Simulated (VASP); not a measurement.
Set up this calculation in VASP 6.6.1, as the native input.

```
Task                   : single point
Functional             : LDA
Potentials or basis    : VASP PAW LDA potentials, release 64 (B_h, N_h)
Cutoff                 : 1330 eV
k mesh                 : 12 × 12 × 12
Occupations            : gaussian, width 0.02 eV
Spin                   : no spin polarisation
Dipole correction      : no
Further INCAR settings : ALGO = Normal; EDIFF = 1e-06; NBANDS = 11
```

The structure of BN lies in POSCAR:

```
BN
1.0
    0.0000000000      1.7899143220      1.7899143220
    1.7899143220      0.0000000000      1.7899143220
    1.7899143220      1.7899143220      0.0000000000
B N
1 1
Direct
    0.0000000000      0.0000000000      0.0000000000
    0.2500000000      0.2500000000      0.2500000000
```

The input as run:

INCAR

```
SYSTEM = BN
ALGO = Normal ; EDIFF = 1E-6
ENCUT = 1330 ; GGA_COMPAT = .FALSE.
ISIF = 2 ; ISMEAR = 0
LASPH = .TRUE. ; LCHARG = .TRUE.
LELF = .TRUE. ; LREAL = .FALSE.
LVHAR = .TRUE. ; LWAVE = .FALSE.
NBANDS = 11 ; NELM = 120
PREC = Accurate ; SIGMA = 0.02
```

KPOINTS

```
k-points
0
G
  12 12 12
  0 0 0
```

Potentials or basis: VASP PAW LDA potentials, release 64 (B_h, N_h).

The run is started by

```console
$ cat potpaw_LDA.64/B_h/POTCAR potpaw_LDA.64/N_h/POTCAR > POTCAR
$ mpirun -np 1 vasp_std > vasp.out
```

Results of the run:

- Pressure: 0.9 GPa
- Band gap on the k mesh: 4.38 eV (least direct gap 8.83 eV)

Run time: 38 s on 1 thread of AMD EPYC 7R43 64-Core Processor (Zen 3), with other jobs on the host, peak memory 0.13 GiB.
